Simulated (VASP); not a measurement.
# Rb (P6_3/mmc) in VASP: notebook

The runs below take Rb through single point, with PBE.

Program: VASP 6.6.1. These are calculated values, not measurements. Logs are shortened: lines on timing, memory, paths and dates and some standing lists are left out, and cuts for length are marked.

### Step 1. The cell of the first run

The structure is hexagonal, space group P6_3/mmc (No. 194). The conventional cell has a = 4.182 Å, b = 4.182 Å, c = 13.290 Å, α = 90.00°, β = 90.00°, γ = 120.00°. Rb (site symmetry -3m) has 12 Rb at 4.11 to 4.18 Å within 5.4 Å. Within 5.4 Å of Rb (site symmetry -6m2) lie 12 Rb at 4.11 to 4.18 Å.

This isn't the form of Rb at room conditions, which is bcc.

### Step 2. Single point, PBE

File INCAR:

```
SYSTEM = Rb
  PREC = Accurate
  ENCUT = 520
  EDIFF = 1E-6
  ISMEAR = -1
  SIGMA = 0.05
  LREAL = .False.
  LASPH = .True.
  NELM = 80
  ALGO = Normal
  ISIF = 2
  LWAVE = .False.
  LCHARG = .False.
  GGA = PE
  NBANDS = 26
```

File KPOINTS:

```
regular mesh
0
Gamma
  6 6 4
  0 0 0
```

File POSCAR:

```
Rb
1.0
    4.1824089818      0.0000000000      0.0000000000
   -2.0912044909      3.6220724272      0.0000000000
    0.0000000000      0.0000000000     13.2896571621
Rb
4
Direct
    0.0000000000      0.0000000000      0.0000000000
    0.0000000000      0.0000000000      0.5000000000
    0.3333333333      0.6666666667      0.2500000000
    0.6666666667      0.3333333333      0.7500000000
```

Potentials or basis: VASP PAW PBE potentials, release 64 (Rb_sv).

Started as:

```bash
cat potpaw_PBE.64/Rb_sv/POTCAR > POTCAR
mpirun -np 1 vasp_std > vasp.out
```

OUTCAR:

```text
SYSTEM = Rb
   PREC = Accurate
   ENCUT = 520
   EDIFF = 1E-6
   ISMEAR = -1
   LREAL = .False.
   LASPH = .True.
   NELM = 80
   ISIF = 2
   GGA = PE

 ion  position               nearest neighbor table
   1  0.000  0.000  0.000-   3 4.11   4 4.11   3 4.11   4 4.11   4 4.11   3 4.11
   2  0.000  0.000  0.500-   3 4.11   4 4.11   3 4.11   4 4.11   4 4.11   3 4.11
   3  0.333  0.667  0.250-   1 4.11   2 4.11   1 4.11   2 4.11   1 4.11   2 4.11
   4  0.667  0.333  0.750-   1 4.11   2 4.11   1 4.11   2 4.11   1 4.11   2 4.11

  LATTYP: Found a hexagonal cell.
 ALAT       =     4.1824089818
 C/A-ratio  =     3.1775125818

  Lattice vectors:

 A1 = (   4.1824089818,   0.0000000000,   0.0000000000)
 A2 = (  -2.0912044909,   3.6220724272,   0.0000000000)
 A3 = (   0.0000000000,   0.0000000000,  13.2896571621)

Analysis of symmetry for initial positions (statically):
=====================================================================
 Subroutine PRICEL returns:
 Original cell was already a primitive cell.

 Routine SETGRP: Setting up the symmetry group for a
 hexagonal supercell.

 Subroutine GETGRP returns: Found 24 space group operations
 (whereof 12 operations were pure point group operations)
 out of a pool of 24 trial point group operations.

The static configuration has the point symmetry D_3d.
 The point group associated with its full space group is D_6h.

Analysis of symmetry for dynamics (positions and initial velocities):
=====================================================================
 Subroutine PRICEL returns:
 Original cell was already a primitive cell.

 Routine SETGRP: Setting up the symmetry group for a
 hexagonal supercell.

 Subroutine GETGRP returns: Found 24 space group operations
 (whereof 12 operations were pure point group operations)
 out of a pool of 24 trial point group operations.

The dynamic configuration has the point symmetry D_3d.
 The point group associated with its full space group is D_6h.

 Subroutine INISYM returns: Found 24 space group operations
 (whereof 12 operations are pure point group operations),
 and found     1 'primitive' translations

----------------------------------------------------------------------------------------

                                     Primitive cell

  volume of cell :     201.3249

  direct lattice vectors                    reciprocal lattice vectors
     4.182408982  0.000000000  0.000000000     0.239096656  0.138042518  0.000000000
    -2.091204491  3.622072427  0.000000000     0.000000000  0.276085037  0.000000000
     0.000000000  0.000000000 13.289657162     0.000000000  0.000000000  0.075246486

  length of vectors
     4.182408982  4.182408982 13.289657162     0.276085037  0.276085037  0.075246486

  position of ions in fractional coordinates (direct lattice)
     0.000000000  0.000000000  0.000000000
     0.000000000  0.000000000  0.500000000
     0.333333333  0.666666667  0.250000000
     0.666666667  0.333333333  0.750000000

  ion indices of the primitive-cell ions
   primitive index   ion index
                 1           1
                 2           2
                 3           3
                 4           4

----------------------------------------------------------------------------------------

 KPOINTS: regular mesh

Automatic generation of k-mesh.
 Grid dimensions read from file:
 generate k-points for:    6    6    4

 Generating k-lattice:

  Cartesian coordinates                     Fractional coordinates (reciprocal lattice)
     0.039849443  0.023007086  0.000000000     0.166666667  0.000000000  0.000000000
     0.000000000  0.046014173  0.000000000     0.000000000  0.166666667  0.000000000
     0.000000000  0.000000000  0.018811621     0.000000000  0.000000000  0.250000000

  Length of vectors
     0.046014173  0.046014173  0.018811621

  Shift w.r.t. Gamma in fractional coordinates (k-lattice)
     0.000000000  0.000000000  0.000000000

 Subroutine IBZKPT returns following result:
 ===========================================

 Found     21 irreducible k-points:

 Following reciprocal coordinates:
            Coordinates               Weight
  0.000000  0.000000  0.000000      1.000000
  0.166667  0.000000  0.000000      6.000000
  0.333333  0.000000  0.000000      6.000000
  0.500000  0.000000  0.000000      3.000000
  0.166667  0.166667  0.000000      6.000000
  0.333333  0.166667  0.000000     12.000000
[... 13 lines left out ...]
  0.333333  0.166667  0.500000     12.000000
  0.333333  0.333333  0.500000      2.000000
   k-points           NKPTS =     21   k-points in BZ     NKDIM =     21   number of bands    NBANDS=     26
   number of dos      NEDOS =    301   number of ions     NIONS =      4
   total plane-waves  NPLWV = 102400
   dimension x,y,z NGX =    32 NGY =   32 NGZ =  100
   dimension x,y,z NGXF=    64 NGYF=   64 NGZF=  200
   ions per type =               4
   NGX,Y,Z   is equivalent  to a cutoff of  12.72, 12.72, 12.51 a.u.
   NGXF,Y,Z  is equivalent  to a cutoff of  25.44, 25.44, 25.02 a.u.
 SYSTEM =  Rb
   PREC   = accura    normal or accurate (medium, high low for compatibility)
   ISTART =      0    job   : 0-new  1-cont  2-samecut
   ICHARG =      2    charge: 1-file 2-atom 10-const
   ISPIN  =      1    spin polarized calculation?
   LNONCOLLINEAR =      F non collinear calculations
   LSORBIT =      F    spin-orbit coupling
   LASPH  =      T    aspherical Exc in radial PAW
   ENCUT  =  520.0 eV  38.22 Ry    6.18 a.u.   7.78  7.78 24.71*2*pi/ulx,y,z
   NELM   =     80;   NELMIN=  2; NELMDL= -5     # of ELM steps
   EDIFF  = 0.1E-05   stopping-criterion for ELM
   LREAL  =      F    real-space projection
   EDIFFG = 0.1E-04   stopping-criterion for IOM
   NSW    =      0    number of steps for IOM
   IBRION =     -1    ionic relax: 0-MD 1-quasi-New 2-CG
   NFREE  =      0    steps in history (QN), initial steepest desc. (CG)
   ISIF   =      2    stress and relaxation
   ISYM   =      2    0-nonsym 1-usesym 2-fastsym
   POTIM  = 0.5000    time-step for ionic-motion
   TEBEG  =    0.0;   TEEND  =   0.0 temperature during run
   PSTRESS=    0.0 pullay stress
   NELECT =      36.0000    total number of electrons
   NUPDOWN=      -1.0000    fix difference up-down
   EMIN   =  10.00;   EMAX   =-10.00  energy-range for DOS
   EFERMI =   0.00;   METHOD = LEGACY
   ISMEAR =    -1;   SIGMA  =   0.05  broadening in eV -4-tet -1-fermi 0-gaus
   EFERMI_NEDOS =   21; number of points for ismear=-14 and -15
   IALGO  =     38    algorithm
   IMIX   =      4    mixing-type and parameters
     AMIX     =   0.40;   BMIX     =  1.00
     AMIX_MAG =   1.60;   BMIX_MAG =  1.00
  volume/ion in A,a.u.               =      50.33       339.65
  Fermi-wavevector in a.u.,A,eV,Ry     =   0.922309  1.742912 11.573853  0.850654
  Thomas-Fermi vector in A             =   2.047822
   LORBIT       =      0    0 simple, 1 ext, 2 COOP (PROOUT), +10 PAW based schemes
   GGA     = PE    functional components
   LHFCALC =     F    Hartree Fock is set to
   AEXX    =    0.0000 exact exchange contribution
   IVDW    =     0    specifies the selected vdW correction
   LEPSILON=     F    determine dielectric tensor
   LRPA    =     F    only Hartree local field effects (RPA)
 non-spin polarized calculation
  energy-cutoff  :      520.00
  volume of cell :      201.32
 maximum number of plane-waves:      5466
 NGX is ok and might be reduce to    32
   NGX = 15   NGY = 15   NGZ = 49

 number of electron      36.0000001 magnetization

 Free energy of the ion-electron system (eV)
  ---------------------------------------------------
  ext. energy  EPLUGINS =         0.00000000
  ---------------------------------------------------
  free energy    TOTEN  =        -2.14169919 eV

  energy without entropy =       -2.09568148  energy(sigma->0) =       -2.11869034

 E-fermi :   1.8492     XC(G=0):  -7.1348

 val. band max:        1.8450010508   @ k =   0.5000   0.0000   0.0000
 cond. band min:       1.8694959452   @ k =   0.5000   0.0000   0.2500
 fundamental gap:      0.0244948944
 Fermi energy:         1.8491768233

 k-point     1 :       0.0000    0.0000    0.0000
  band No.  band energies     occupation
      1     -27.0256      2.00000
      2     -26.9958      2.00000
      3     -26.9943      2.00000
      4     -26.9642      2.00000
      5     -11.4997      2.00000
      6     -11.1932      2.00000
[... 18 lines left out ...]
     25       5.4579      0.00000
     26       5.5859      0.00000

 k-point     2 :       0.1667    0.0000    0.0000
  band No.  band energies     occupation
      1     -27.0138      2.00000
      2     -26.9876      2.00000
      3     -26.9861      2.00000
      4     -26.9596      2.00000
      5     -11.4458      2.00000
      6     -11.2247      2.00000
[... 18 lines left out ...]
     25       4.8617      0.00000
     26       4.8939      0.00000

 k-point     3 :       0.3333    0.0000    0.0000
  band No.  band energies     occupation
      1     -26.9880      2.00000
      2     -26.9711      2.00000
      3     -26.9696      2.00000
      4     -26.9527      2.00000
      5     -11.3783      2.00000
      6     -11.3737      2.00000
[... 18 lines left out ...]
     25       4.2353      0.00000
     26       4.4592      0.00000

 k-point     4 :       0.5000    0.0000    0.0000
  band No.  band energies     occupation
      1     -26.9721      2.00000
      2     -26.9629      2.00000
      3     -26.9613      2.00000
      4     -26.9521      2.00000
      5     -11.4695      2.00000
      6     -11.4546      2.00000
[... 18 lines left out ...]
     25       4.3894      0.00000
     26       4.4506      0.00000

 k-point     5 :       0.1667    0.1667    0.0000
  band No.  band energies     occupation
      1     -26.9949      2.00000
      2     -26.9753      2.00000
      3     -26.9737      2.00000
      4     -26.9540      2.00000
      5     -11.3538      2.00000
      6     -11.3082      2.00000
[... 18 lines left out ...]
     25       4.2373      0.00000
     26       4.3234      0.00000

 k-point     6 :       0.3333    0.1667    0.0000
  band No.  band energies     occupation
      1     -26.9723      2.00000
      2     -26.9629      2.00000
      3     -26.9613      2.00000
      4     -26.9520      2.00000
      5     -11.4122      2.00000
      6     -11.3982      2.00000
[... 340 lines left out ...]
 k-point    18 :       0.5000    0.0000    0.5000
  band No.  band energies     occupation
      1     -26.9692      2.00000
      2     -26.9692      2.00000
      3     -26.9550      2.00000
      4     -26.9550      2.00000
      5     -11.4344      2.00000
      6     -11.4344      2.00000
[... 18 lines left out ...]
     25       4.4321      0.00000
     26       4.4321      0.00000

 k-point    19 :       0.1667    0.1667    0.5000
  band No.  band energies     occupation
      1     -26.9889      2.00000
      2     -26.9889      2.00000
      3     -26.9600      2.00000
      4     -26.9600      2.00000
      5     -11.3516      2.00000
      6     -11.3516      2.00000
[... 18 lines left out ...]
     25       4.4509      0.00000
     26       4.4509      0.00000

 k-point    20 :       0.3333    0.1667    0.5000
  band No.  band energies     occupation
      1     -26.9693      2.00000
      2     -26.9693      2.00000
      3     -26.9549      2.00000
      4     -26.9549      2.00000
      5     -11.3816      2.00000
      6     -11.3816      2.00000
[... 18 lines left out ...]
     25       4.2446      0.00000
     26       4.2446      0.00000

 k-point    21 :       0.3333    0.3333    0.5000
  band No.  band energies     occupation
      1     -26.9588      2.00000
      2     -26.9588      2.00000
      3     -26.9572      2.00000
      4     -26.9572      2.00000
      5     -11.3399      2.00000
      6     -11.3399      2.00000
[... 18 lines left out ...]
     25       4.0999      0.00000
     26       4.1229      0.00000

------------------------ aborting loop because EDIFF is reached ----------------------------------------

  FORCE on cell =-STRESS in cart. coord.  units (eV):
  Direction    XX          YY          ZZ          XY          YZ          ZX
  --------------------------------------------------------------------------------------
  -------------------------------------------------------------------------------------
  Total        6.0691013      6.0691013      6.2596754      0.0000000     -0.0000000      0.0000000
  in kB       48.2989362     48.2989362     49.8155569      0.0000000     -0.0000000      0.0000000
  external PRESSURE =      48.8044765 kB  Pullay stress =       0.0000000 kB

 VOLUME and BASIS-vectors are now :
 -----------------------------------------------------------------------------
  energy-cutoff  :      520.00
  volume of cell :      201.32
      direct lattice vectors                 reciprocal lattice vectors
     4.182408982  0.000000000  0.000000000     0.239096656  0.138042518  0.000000000
    -2.091204491  3.622072427  0.000000000     0.000000000  0.276085037  0.000000000
     0.000000000  0.000000000 13.289657162     0.000000000  0.000000000  0.075246486

 POSITION                                       TOTAL-FORCE (eV/Angst)
 -----------------------------------------------------------------------------------
      0.00000      0.00000      0.00000        -0.000000      0.000000      0.000000
      0.00000      0.00000      6.64483        -0.000000      0.000000      0.000000
     -0.00000      2.41471      3.32241         0.000000      0.000000      0.000000
      2.09120      1.20736      9.96724        -0.000000      0.000000      0.000000
 -----------------------------------------------------------------------------------
    total drift:                               -0.000000      0.000000      0.000000

  FREE ENERGIE OF THE ION-ELECTRON SYSTEM (eV)
  ---------------------------------------------------
  free  energy   TOTEN  =        -2.1416991928 eV

  energy  without entropy=       -2.0956814848  energy(sigma->0) =       -2.11869034
```

Wall time 75 s (1 thread of Intel Xeon Platinum 8259CL at 2.50GHz (Skylake/Cascade Lake), shared host); peak memory 0.32 GiB.

Results:

```
Free energy            : -2.1417 eV
Pressure               : 4.9 GPa
Band gap on the k mesh : zero (bands 18 and 19 overlap by 2.53 eV)
```

Stress tensor (GPa, compression positive):
```
4.83 0.00 0.00
0.00 4.83 0.00
0.00 0.00 4.98
```

Caveat: the cell stands under pressure.

### Step 3. Single point, PBE

This run uses another cell than the first one, of 59.48 Å³/atom.

File INCAR:

```
SYSTEM = Rb
ALGO = Normal ; EDIFF = 1E-6
ENCUT = 520 ; GGA = PE
ISIF = 2 ; ISMEAR = -1
LASPH = .True. ; LCHARG = .False.
LREAL = .False. ; LWAVE = .False.
NBANDS = 26 ; NELM = 80
PREC = Accurate ; SIGMA = 0.05
```

File KPOINTS:

```
k-points
0
Gamma
  6 6 4
  0 0 0
```

File POSCAR:

```
Rb
1.0
    4.4219115804      0.0000000000      0.0000000000
   -2.2109557902      3.8294877619      0.0000000000
    0.0000000000      0.0000000000     14.0506796827
Rb
4
Direct
    0.0000000000      0.0000000000      0.0000000000
    0.0000000000      0.0000000000      0.5000000000
    0.3333333333      0.6666666667      0.2500000000
    0.6666666667      0.3333333333      0.7500000000
```

Potentials or basis: VASP PAW PBE potentials, release 64 (Rb_sv).

Started as:

```bash
cat potpaw_PBE.64/Rb_sv/POTCAR > POTCAR
mpirun -np 1 vasp_std > vasp.out
```

It took 99 s on 1 thread of Intel Xeon Platinum 8259CL at 2.50GHz (Skylake/Cascade Lake), shared host; peak memory 0.39 GiB.

The run converged. Its results:

```yaml
Free_energy: -2.9829 eV
Pressure: 2.7 GPa
Band_gap_on_the_k_mesh: zero (bands 18 and 19 overlap by 2.44 eV)
```

Levels at points of the mesh, in eV from the Fermi level:
| k point | band 15 | band 16 | band 17 | band 18 | band 19 | band 20 | band 21 | band 22 |
| --- | --- | --- | --- | --- | --- | --- | --- | --- |
| (0.00, 0.00, 0.00) | -12.75 | -12.74 | -2.57 | -1.56 | -1.56 | 0.04 | 1.23 | 2.57 |
| (0.50, 0.00, 0.00) | -12.81 | -12.80 | -0.01 | 0.18 | 0.28 | 0.34 | 1.07 | 1.37 |
| (0.00, 0.00, 0.50) | -12.76 | -12.76 | -2.29 | -2.29 | -0.59 | -0.59 | 1.73 | 1.73 |
| (0.50, 0.00, 0.50) | -12.81 | -12.81 | 0.08 | 0.08 | 0.32 | 0.32 | 1.15 | 1.15 |

### Step 4. Single point, PBE (59.48 Å³/atom)

This run uses another cell than the first one, of 59.48 Å³/atom.

File INCAR:

```
ALGO = Normal
EDIFF = 1E-6
ENCUT = 520
GGA = PE
ISIF = 2
ISMEAR = -1
LASPH = T
LCHARG = F
LREAL = F
LWAVE = F
NBANDS = 26
NELM = 60
PREC = Accurate
SIGMA = 0.05
```

File KPOINTS:

```
k-points
0
Gamma
  6 6 4
```

POSCAR is that of step 3.

Started as:

```bash
cat potpaw_PBE.64/Rb_sv/POTCAR > POTCAR
mpirun -np 1 vasp_std > vasp.out
```

It took 99 s on 1 thread of Intel Xeon Platinum 8259CL at 2.50GHz (Skylake/Cascade Lake), shared host; peak memory 0.39 GiB.

Results (log left out):

```
Free energy            : -2.9829 eV
Pressure               : 2.7 GPa
Band gap on the k mesh : zero (bands 18 and 19 overlap by 2.44 eV)
```

Levels at points of the mesh, in eV from the Fermi level:
| k point | band 15 | band 16 | band 17 | band 18 | band 19 | band 20 | band 21 | band 22 |
| --- | --- | --- | --- | --- | --- | --- | --- | --- |
| (0.00, 0.00, 0.00) | -12.75 | -12.74 | -2.57 | -1.56 | -1.56 | 0.04 | 1.23 | 2.57 |
| (0.50, 0.00, 0.00) | -12.81 | -12.80 | -0.01 | 0.18 | 0.28 | 0.34 | 1.07 | 1.37 |
| (0.00, 0.00, 0.50) | -12.76 | -12.76 | -2.29 | -2.29 | -0.59 | -0.59 | 1.73 | 1.73 |
| (0.50, 0.00, 0.50) | -12.81 | -12.81 | 0.08 | 0.08 | 0.32 | 0.32 | 1.15 | 1.15 |

### Step 5. Single point, PBE

This run uses another cell than the first one, of 59.48 Å³/atom.

File INCAR:

```
SYSTEM = Rb
  ALGO = Normal
  EDIFF = 1E-6
  ENCUT = 520
  GGA = PE
  ISIF = 2
  ISMEAR = 0
  LASPH = .TRUE.
  LCHARG = .FALSE.
  LREAL = .FALSE.
  LWAVE = .FALSE.
  NBANDS = 26
  NELM = 80
  PREC = Accurate
  SIGMA = 0.005
```

File KPOINTS:

```
k-points
0
G
  6 6 4
  0 0 0
```

POSCAR is that of step 4.

Started as:

```bash
cat potpaw_PBE.64/Rb_sv/POTCAR > POTCAR
mpirun -np 1 vasp_std > vasp.out
```

Run time: 1.7 min. Hardware: 1 thread of Intel Xeon Platinum 8259CL at 2.50GHz (Skylake/Cascade Lake), shared host; peak memory 0.39 GiB.

Results (log left out):

| Property | Result |
| --- | --- |
| Free energy | -2.9660 eV |
| Pressure | 2.7 GPa |
| Band gap on the k mesh | zero (bands 18 and 19 overlap by 2.43 eV) |

Stress tensor (GPa, compression positive):
```
2.64 0.00 0.00
0.00 2.64 0.00
0.00 0.00 2.76
```

Levels at points of the mesh, in eV from the Fermi level:
```tsv
k point	band 15	band 16	band 17	band 18	band 19	band 20	band 21	band 22
(0.00, 0.00, 0.00)	-12.76	-12.75	-2.57	-1.56	-1.56	0.04	1.22	2.57
(0.50, 0.00, 0.00)	-12.81	-12.80	-0.01	0.18	0.28	0.34	1.07	1.36
(0.00, 0.00, 0.50)	-12.76	-12.76	-2.30	-2.30	-0.59	-0.59	1.73	1.73
(0.50, 0.00, 0.50)	-12.81	-12.81	0.08	0.08	0.31	0.31	1.15	1.15
```

### Step 6. Overview

| cell | smearing | gap on the mesh (eV) | pressure (GPa) |
| --- | --- | --- | --- |
| a = 4.182, b = 4.182, c = 13.290 Å, angles 90.0, 90.0, 120.0°, 4 atoms | fermi-dirac 0.05 eV | none | 4.9 |
| a = 4.422, b = 4.422, c = 14.051 Å, angles 90.0, 90.0, 120.0°, 4 atoms | fermi-dirac 0.05 eV | none | 2.7 |
| a = 4.422, b = 4.422, c = 14.051 Å, angles 90.0, 90.0, 120.0°, 4 atoms | gaussian 0.005 eV | none | 2.7 |

Alike in all rows: task single point; level PBE; potentials or basis VASP PAW PBE potentials, release 64 (Rb_sv); no spin polarisation; k mesh 6 × 6 × 4; cutoff (eV) 520.

Caveats: the cell stands under pressure (at least some runs).

Absolute energies hang on the potentials; compare differences alone.

The gap in the log of VASP goes by the Fermi energy; the results here count the filled bands.